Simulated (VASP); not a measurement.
# Ir (Fm-3m) in VASP: a series of runs, part 2 of 2

VASP 6.6.1.

## Step 3: Single point, PBE

This run uses another cell than the first one, of 13.50 Å³/atom.

File INCAR:

```
ALGO = Normal
EDIFF = 1E-6
ENCUT = 500
GGA = PE
GGA_COMPAT = False
ISIF = 2
ISMEAR = 0
LASPH = True
LCHARG = False
LREAL = False
LWAVE = False
NBANDS = 10
NELM = 120
PREC = Accurate
SIGMA = 0.1
```

File KPOINTS:

```
k-points
0
Gamma
  13 13 13
```

File POSCAR:

```
Ir
1.0
    0.0000000000      1.8897103398      1.8897103398
    1.8897103398      0.0000000000      1.8897103398
    1.8897103398      1.8897103398      0.0000000000
Ir
1
Direct
    0.0000000000      0.0000000000      0.0000000000
```

Potentials or basis: VASP PAW PBE potentials, release 64 (Ir).

Launch:

```console
cat potpaw_PBE.64/Ir/POTCAR > POTCAR
mpirun -np 1 vasp_std > vasp.out
```

OUTCAR:

```text
EDIFF = 1E-6
   ENCUT = 500
   GGA = PE
   ISIF = 2
   ISMEAR = 0
   LASPH = True
   LREAL = False
   NELM = 120
   PREC = Accurate

 ion  position               nearest neighbor table
   1  0.000  0.000  0.000-

  LATTYP: Found a face centered cubic cell.
 ALAT       =     3.7794206796

  Lattice vectors:

 A1 = (   0.0000000000,   1.8897103398,   1.8897103398)
 A2 = (   1.8897103398,   0.0000000000,   1.8897103398)
 A3 = (   1.8897103398,   1.8897103398,   0.0000000000)

Analysis of symmetry for initial positions (statically):
=====================================================================
 Subroutine PRICEL returns:
 Original cell was already a primitive cell.

 Routine SETGRP: Setting up the symmetry group for a
 face centered cubic supercell.

 Subroutine GETGRP returns: Found 48 space group operations
 (whereof 48 operations were pure point group operations)
 out of a pool of 48 trial point group operations.

The static configuration has the point symmetry O_h .

Analysis of symmetry for dynamics (positions and initial velocities):
=====================================================================
[... 165 lines left out ...]
      1      -0.3911      2.00000
      2       7.0730      2.00000
      3       7.0730      2.00000
      4       7.0730      2.00000
      5       9.9744      2.00000
      6       9.9744      2.00000
      7      25.4604      0.00000
      8      31.3369      0.00000
      9      31.3369      0.00000
     10      31.3369      0.00000
[... 287 lines left out ...]
 k-point    24 :       0.4615    0.1538    0.0000
  band No.  band energies     occupation
      1       3.4375      2.00000
      2       6.2682      2.00000
      3       7.4222      2.00000
      4       7.9177      2.00000
      5      12.3180      0.00000
      6      13.5310      0.00000
      7      20.3408      0.00000
      8      26.9576      0.00000
      9      30.1861      0.00000
     10      31.5435      0.00000

 [... further k-points ...]

------------------------ aborting loop because EDIFF is reached ----------------------------------------

  FORCE on cell =-STRESS in cart. coord.  units (eV):
  Direction    XX          YY          ZZ          XY          YZ          ZX
  --------------------------------------------------------------------------------------
  -------------------------------------------------------------------------------------
  Total        2.6132765      2.6132765      2.6132765      0.0000000     -0.0000000      0.0000000
  in kB      310.2274547    310.2274547    310.2274547      0.0000000     -0.0000000      0.0000000
  external PRESSURE =     310.2274547 kB  Pullay stress =       0.0000000 kB

 VOLUME and BASIS-vectors are now :
 -----------------------------------------------------------------------------
  energy-cutoff  :      500.00
  volume of cell :       13.50
      direct lattice vectors                 reciprocal lattice vectors
     0.000000000  1.889710340  1.889710340    -0.264590816  0.264590816  0.264590816
     1.889710340  0.000000000  1.889710340     0.264590816 -0.264590816  0.264590816
     1.889710340  1.889710340  0.000000000     0.264590816  0.264590816 -0.264590816

 POSITION                                       TOTAL-FORCE (eV/Angst)
 -----------------------------------------------------------------------------------
      0.00000      0.00000      0.00000         0.000000      0.000000     -0.000000
 -----------------------------------------------------------------------------------
    total drift:                                0.000000      0.000000     -0.000000

  FREE ENERGIE OF THE ION-ELECTRON SYSTEM (eV)
  ---------------------------------------------------
  free  energy   TOTEN  =        -8.7520093763 eV

  energy  without entropy=       -8.7462731148  energy(sigma->0) =       -8.74914125
```

OSZICAR:

```text
N       E                     dE             d eps       ncg     rms          rms(c)
DAV:   1     0.464040071077E+02    0.46404E+02   -0.43269E+03  1720   0.803E+02
DAV:   2    -0.842925851005E+01   -0.54833E+02   -0.51869E+02  1720   0.196E+02
DAV:   3    -0.927084483098E+01   -0.84159E+00   -0.83703E+00  2002   0.293E+01
DAV:   4    -0.927811814166E+01   -0.72733E-02   -0.72716E-02  1916   0.247E+00
DAV:   5    -0.927825848772E+01   -0.14035E-03   -0.14034E-03  1984   0.323E-01    0.175E+01
DAV:   6    -0.885267133916E+01    0.42559E+00   -0.65651E-01  1884   0.101E+01    0.751E+00
DAV:   7    -0.875834378989E+01    0.94328E-01   -0.26213E-01  2018   0.591E+00    0.143E+00
DAV:   8    -0.875499872738E+01    0.33451E-02   -0.21892E-03  1846   0.524E-01    0.950E-01
DAV:   9    -0.875200381721E+01    0.29949E-02   -0.21391E-03  1894   0.656E-01    0.190E-02
DAV:  10    -0.875200871687E+01   -0.48997E-05   -0.12800E-05  2366   0.342E-02    0.239E-02
DAV:  11    -0.875200937634E+01   -0.65947E-06   -0.84820E-07  1216   0.109E-02
   1 F= -.87520094E+01 E0= -.87491412E+01  d E =-.573626E-02
```

Wall time 12 s (1 thread of Intel Xeon Platinum 8375C at 2.90GHz (Ice Lake), shared host); peak memory 0.13 GiB.

Results:

```yaml
Free_energy: -8.7520 eV
Pressure: 31.0 GPa
Band_gap_on_the_k_mesh: zero (an odd number of electrons rules out a gap without spin polarisation)
```

Levels at points of the mesh, in eV from the Fermi level:
| k point | band 1 | band 2 | band 3 | band 4 | band 5 | band 6 | band 7 | band 8 |
| --- | --- | --- | --- | --- | --- | --- | --- | --- |
| (0.00, 0.00, 0.00) | -11.66 | -4.19 | -4.19 | -4.19 | -1.29 | -1.29 | 14.20 | 20.07 |

Caveat: the cell stands under pressure; spin-orbit coupling is left out, which moves the levels of the heavy elements.

## Step 4: Single point, PBE

This run uses another cell than the first one, of 14.06 Å³/atom.

File INCAR:

```
SYSTEM = Ir
PREC = Accurate ; ENCUT = 500
EDIFF = 1E-6 ; ISMEAR = 0
SIGMA = 0.1 ; LREAL = .False.
LASPH = .True. ; NELM = 120
ALGO = Normal ; ISIF = 2
LWAVE = .False. ; LCHARG = .True.
GGA = PE ; LELF = .True.
LVHAR = .True. ; NBANDS = 10
GGA_COMPAT = .False.
```

File KPOINTS:

```
Automatic mesh
0
Gamma
  13 13 13
  0 0 0
```

File POSCAR:

```
Ir
1.0
    0.0000000000      1.9156000000      1.9156000000
    1.9156000000      0.0000000000      1.9156000000
    1.9156000000      1.9156000000      0.0000000000
Ir
1
Direct
    0.0000000000      0.0000000000      0.0000000000
```

Launch:

```console
cat potpaw_PBE.64/Ir/POTCAR > POTCAR
mpirun -np 1 vasp_std > vasp.out
```

It took 12 s on 1 thread of Intel Xeon Platinum 8375C at 2.90GHz (Ice Lake), shared host; peak memory 0.13 GiB.

Results (log left out):

| Property | Result |
| --- | --- |
| Free energy | -8.8274 eV |
| Pressure | 12.4 GPa |
| Band gap on the k mesh | zero (an odd number of electrons rules out a gap without spin polarisation) |

Levels at points of the mesh, in eV from the Fermi level:
| k point | band 2 | band 3 | band 4 | band 5 | band 6 | band 7 |
| --- | --- | --- | --- | --- | --- | --- |
| (0.00, 0.00, 0.00) | -3.94 | -3.94 | -3.94 | -1.22 | -1.22 | 14.29 |

Caveat: the cell stands under pressure; spin-orbit coupling is left out, which moves the levels of the heavy elements.

## Step 5: Single point, PBE

This run uses another cell than the first one, of 14.62 Å³/atom.

File INCAR:

```
SYSTEM = Ir
ALGO = Normal
EDIFF = 1E-6
ENCUT = 500
GGA = PE
GGA_COMPAT = .FALSE.
ISIF = 2
ISMEAR = 0
LASPH = .TRUE.
LCHARG = .TRUE.
LELF = .TRUE.
LREAL = .FALSE.
LVHAR = .TRUE.
LWAVE = .FALSE.
NBANDS = 10
NELM = 120
PREC = Accurate
SIGMA = 0.1
```

File KPOINTS:

```
k-points
0
G
  13 13 13
  0 0 0
```

File POSCAR:

```
Ir
1.0
    0.0000000000      1.9408081540      1.9408081540
    1.9408081540      0.0000000000      1.9408081540
    1.9408081540      1.9408081540      0.0000000000
Ir
1
Direct
    0.0000000000      0.0000000000      0.0000000000
```

Launch:

```console
cat potpaw_PBE.64/Ir/POTCAR > POTCAR
mpirun -np 1 vasp_std > vasp.out
```

Wall time 15 s (1 thread of Intel Xeon Platinum 8375C at 2.90GHz (Ice Lake), shared host); peak memory 0.13 GiB.

Results (log left out):

```
Free energy            : -8.8447 eV
Pressure               : -2.2 GPa
Band gap on the k mesh : zero (an odd number of electrons rules out a gap without spin polarisation)
```

Levels at points of the mesh, in eV from the Fermi level:
| k point | band 1 | band 2 | band 3 | band 4 | band 5 | band 6 | band 7 | band 8 |
| --- | --- | --- | --- | --- | --- | --- | --- | --- |
| (0.00, 0.00, 0.00) | -10.78 | -3.70 | -3.70 | -3.70 | -1.15 | -1.15 | 14.37 | 19.77 |

Caveat: spin-orbit coupling is left out, which moves the levels of the heavy elements.

## Step 6: Single point, PBE

This run uses another cell than the first one, of 15.18 Å³/atom.

File INCAR:

```
SYSTEM = Ir
  PREC = Accurate
  ENCUT = 500
  EDIFF = 1E-6
  ISMEAR = 0
  SIGMA = 0.1
  LREAL = .FALSE.
  LASPH = .TRUE.
  NELM = 120
  ALGO = Normal
  ISIF = 2
  LWAVE = .FALSE.
  LCHARG = .FALSE.
  GGA = PE
  NBANDS = 10
  GGA_COMPAT = .FALSE.
```

File KPOINTS:

```
Automatic mesh
0
G
  13 13 13
  0 0 0
```

File POSCAR:

```
Ir
1.0
    0.0000000000      1.9653779541      1.9653779541
    1.9653779541      0.0000000000      1.9653779541
    1.9653779541      1.9653779541      0.0000000000
Ir
1
Direct
    0.0000000000      0.0000000000      0.0000000000
```

Potentials or basis: VASP PAW PBE potentials, release 64 (Ir).

Launch:

```console
cat potpaw_PBE.64/Ir/POTCAR > POTCAR
mpirun -np 1 vasp_std > vasp.out
```

Run time: 11 s. Hardware: 1 thread of Intel Xeon Platinum 8375C at 2.90GHz (Ice Lake), shared host; peak memory 0.13 GiB.

The run converged. Its results:

| Property | Result |
| --- | --- |
| Free energy | -8.8163 eV |
| Pressure | -13.7 GPa |
| Band gap on the k mesh | zero (an odd number of electrons rules out a gap without spin polarisation) |

Levels at points of the mesh, in eV from the Fermi level:
| k point | band 1 | band 2 | band 3 | band 4 | band 5 | band 6 | band 7 | band 8 | band 9 |
| --- | --- | --- | --- | --- | --- | --- | --- | --- | --- |
| (0.00, 0.00, 0.00) | -10.38 | -3.49 | -3.49 | -3.49 | -1.09 | -1.09 | 14.43 | 19.61 | 19.61 |

Caveat: the cell stands under tension; spin-orbit coupling is left out, which moves the levels of the heavy elements.

## Step 7: Overview

| cell | gap on the mesh (eV) | pressure (GPa) |
| --- | --- | --- |
| a = 2.635 Å, angles 60.0°, 1 atom | none | 54.5 |
| a = 2.672 Å, angles 60.0°, 1 atom | none | 31.0 |
| a = 2.709 Å, angles 60.0°, 1 atom | none | 12.4 |
| a = 2.745 Å, angles 60.0°, 1 atom | none | -2.2 |
| a = 2.779 Å, angles 60.0°, 1 atom | none | -13.7 |

Alike in all rows: task single point; level PBE; potentials or basis VASP PAW PBE potentials, release 64 (Ir); no spin polarisation; k mesh 13 × 13 × 13; cutoff (eV) 500; smearing gaussian 0.1 eV.

Caveats: spin-orbit coupling is left out, which moves the levels of the heavy elements; the cell stands under pressure (at least some runs); the cell stands under tension (at least some runs).

Absolute energies hang on the potentials; compare differences alone.
